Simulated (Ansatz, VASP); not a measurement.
VCu3Se4: VASP beside Ansatz

INCAR

```
SYSTEM = VCu3Se4
PREC     = Accurate       ! precision mode
ENCUT    = 520            ! plane-wave cutoff, eV
EDIFF    = 1E-6           ! SCF threshold, eV
ISMEAR   = 0              ! smearing method
SIGMA    = 0.05           ! smearing width, eV
LREAL    = .False.        ! projectors in reciprocal space
LASPH    = .True.         ! aspherical terms in the spheres
NELM     = 150            ! most SCF steps
ALGO     = Normal         ! electronic algorithm
ISIF     = 2              ! what is computed and relaxed
LWAVE    = .False.        ! write WAVECAR
LCHARG   = .False.        ! write CHGCAR
ISPIN    = 2              ! spin polarisation
MAGMOM   = 0 0 0 0 0 0 0 0 ! initial moments
LORBIT   = 11             ! projections on sites
LMAXMIX  = 4              ! l up to which the mixer works
GGA      = CA             ! functional
NBANDS   = 49             ! bands
```

The input KPOINTS:

```
regular mesh
0
Gamma
  4 4 4
  0 0 0
```

The input POSCAR:

```
VCu3Se4
1.0
    5.5636000100      0.0000000000      0.0000000000
    0.0000000000      5.5636000100      0.0000000000
    0.0000000000      0.0000000000      5.5636000100
V Cu Se
1 3 4
Direct
    0.5000000000      0.5000000000      0.5000000000
    0.0000000000      0.5000000000      0.5000000000
    0.5000000000      0.0000000000      0.5000000000
    0.5000000000      0.5000000000      0.0000000000
    0.2554000000      0.2554000000      0.2554000000
    0.2554000000      0.7446000000      0.7446000000
    0.7446000000      0.7446000000      0.2554000000
    0.7446000000      0.2554000000      0.7446000000
```

Input for Ansatz:

```yaml
crystal:
  lattice:
    - [5.56360001, 0.0, 0.0]
    - [0.0, 5.56360001, 0.0]
    - [0.0, 0.0, 5.56360001]
  atoms:
    - { symbol: V, position: [0.5, 0.5, 0.5], spin: 1.0 }
    - { symbol: Cu, position: [0.0, 0.5, 0.5], spin: -1.0 }
    - { symbol: Cu, position: [0.5, 0.0, 0.5], spin: -1.0 }
    - { symbol: Cu, position: [0.5, 0.5, 0.0], spin: 1.0 }
    - { symbol: Se, position: [0.2554, 0.2554, 0.2554] }
    - { symbol: Se, position: [0.2554, 0.7446, 0.7446] }
    - { symbol: Se, position: [0.7446, 0.7446, 0.2554] }
    - { symbol: Se, position: [0.7446, 0.2554, 0.7446] }
basis:
  ecutwfc: 420
  ecutrho_ratio: 4
kpoints:
  mp_grid: { grid: [4, 4, 4] }
hamiltonian:
  xc: lda
  hubbard:
    sites:
      - { site: 0, l: d, u_eff: 0.0, starting_ns: [{ spin: up, occupation_matrix: s0up }, { spin: down, occupation_matrix: s0down }] }
      - { site: 1, l: d, u_eff: 0.0, starting_ns: [{ spin: up, occupation_matrix: s1up }, { spin: down, occupation_matrix: s1down }] }
      - { site: 2, l: d, u_eff: 0.0, starting_ns: [{ spin: up, occupation_matrix: s2up }, { spin: down, occupation_matrix: s2down }] }
      - { site: 3, l: d, u_eff: 0.0, starting_ns: [{ spin: up, occupation_matrix: s3up }, { spin: down, occupation_matrix: s3down }] }
    occupation_matrices:
      s0up:
        matrix:
          - [0.02, 0.0, 0.0, 0.0, 0.0]
          - [0.0, 0.02, 0.0, 0.0, 0.0]
          - [0.0, 0.0, 0.97, 0.0, 0.0]
          - [0.0, 0.0, 0.0, 0.02, 0.0]
          - [0.0, 0.0, 0.0, 0.0, 0.97]
      s0down:
        matrix:
          - [0.97, 0.0, 0.0, 0.0, 0.0]
          - [0.0, 0.02, 0.0, 0.0, 0.0]
          - [0.0, 0.0, 0.02, 0.0, 0.0]
          - [0.0, 0.0, 0.0, 0.02, 0.0]
          - [0.0, 0.0, 0.0, 0.0, 0.02]
      s1up:
        matrix:
          - [0.97, 0.0, 0.0, 0.0, 0.0]
          - [0.0, 0.02, 0.0, 0.0, 0.0]
          - [0.0, 0.0, 0.97, 0.0, 0.0]
          - [0.0, 0.0, 0.0, 0.97, 0.0]
          - [0.0, 0.0, 0.0, 0.0, 0.97]
      s1down:
        matrix:
          - [0.97, 0.0, 0.0, 0.0, 0.0]
          - [0.0, 0.97, 0.0, 0.0, 0.0]
          - [0.0, 0.0, 0.97, 0.0, 0.0]
          - [0.0, 0.0, 0.0, 0.97, 0.0]
          - [0.0, 0.0, 0.0, 0.0, 0.97]
      s2up:
        matrix:
          - [0.97, 0.0, 0.0, 0.0, 0.0]
          - [0.0, 0.97, 0.0, 0.0, 0.0]
          - [0.0, 0.0, 0.97, 0.0, 0.0]
          - [0.0, 0.0, 0.0, 0.97, 0.0]
          - [0.0, 0.0, 0.0, 0.0, 0.02]
      s2down:
        matrix:
          - [0.97, 0.0, 0.0, 0.0, 0.0]
          - [0.0, 0.97, 0.0, 0.0, 0.0]
          - [0.0, 0.0, 0.97, 0.0, 0.0]
          - [0.0, 0.0, 0.0, 0.97, 0.0]
          - [0.0, 0.0, 0.0, 0.0, 0.97]
      s3up:
        matrix:
          - [0.97, 0.0, 0.0, 0.0, 0.0]
          - [0.0, 0.97, 0.0, 0.0, 0.0]
          - [0.0, 0.0, 0.97, 0.0, 0.0]
          - [0.0, 0.0, 0.0, 0.97, 0.0]
          - [0.0, 0.0, 0.0, 0.0, 0.97]
      s3down:
        matrix:
          - [0.02, 0.0, 0.0, 0.0, 0.0]
          - [0.0, 0.97, 0.0, 0.0, 0.0]
          - [0.0, 0.0, 0.97, 0.0, 0.0]
          - [0.0, 0.0, 0.0, 0.97, 0.0]
          - [0.0, 0.0, 0.0, 0.0, 0.97]
    ns_hold: { iters: 5 }
scf:
  occupations: { method: gaussian, width: 0.05 }
  lower_state_search: "off"
  max_iter: 150
output:
  forces: true
  stress: true
  eigenvalues: true
  populations: true
  hubbard:
    sites:
      - { site: 0, l: d }
      - { site: 1, l: d }
      - { site: 2, l: d }
      - { site: 3, l: d }
magnetization:
  spin_polarized: true
```

Alike in both runs: task single point; functional LDA; k mesh 4 × 4 × 4; occupations gaussian, width 0.05 eV; collinear spin.

```csv
,VASP,Ansatz
version,VASP 6.6.1,Ansatz 0.2.0
potentials or method,"VASP PAW LDA potentials, release 64 (V_sv, Cu, Se), cutoff 520 eV","scalar-relativistic, plane waves, PAW"
valence electrons in the cell,70,134
```

```csv
,VASP,Ansatz,Ansatz less VASP
gap on the k mesh at the Fermi level (eV),0.78,0.79,+0.003
least direct gap on the mesh (eV),1.20,1.20,-0.002
pressure (GPa),-4.0,-4.3,-0.35
rms of the force components (eV/Å),0.164,0.181,+0.0167
```

LDA's correlation is that of Perdew and Zunger in VASP and of Perdew and Wang (1992) in Ansatz. Atom by atom the forces differ by 0.017 eV/Å (rms over components). VASP's potentials hold 70 valence electrons a cell and Ansatz's 134, so a difference there can come from the potentials and not from the codes. Ansatz's warnings: seeded moment not kept, specified occupation not kept, symmetry narrowed by occupation matrices.
